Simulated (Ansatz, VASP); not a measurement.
**One calculation of La3O2, two programs**

```
CELL_PARAMETERS angstrom
3.68076 0.00000 0.00000
-1.84038 3.18763 0.00000
0.00000 0.00000 9.48429
ATOMIC_POSITIONS crystal
La 0.33333 0.66667 0.68733
La 0.66667 0.33333 0.31267
La 0.00000 0.00000 0.00000
O 0.33333 0.66667 0.14662
O 0.66667 0.33333 0.85338
```

Change from the starting cell: species swapped into the Mg3Sb2 type (P-3m1, No. 164).

Alike in both runs: task relaxation of cell and atoms; functional PBE; k mesh 12 × 12 × 4; occupations gaussian, width 0.1 eV; no spin polarisation.

|  | VASP | Ansatz |
| --- | --- | --- |
| version | VASP 6.6.1 | Ansatz 0.2.0 |
| potentials or method | VASP PAW PBE potentials, release 64 (La, O), cutoff 600 eV | scalar-relativistic, plane waves, PAW |
| valence electrons in the cell | 45 | 45 |

VASP gave:

| Item | Value |
| --- | --- |
| gap on the k mesh at the Fermi level, each at its own relaxed structure (eV) | none |
| relaxed volume (Å³/atom) | 22.24 |
| relaxed cell length with the largest relative difference (Å) | 9.449 |

**Question.** Estimate Ansatz's values.

**Answer.** gap on the k mesh at the Fermi level, each at its own relaxed structure (eV): none; relaxed volume (Å³/atom): 22.29; relaxed cell length with the largest relative difference (Å): 9.458.

A gap of «none» marks a metal or a gap that the smearing closes.

Spin-orbit coupling is off throughout.
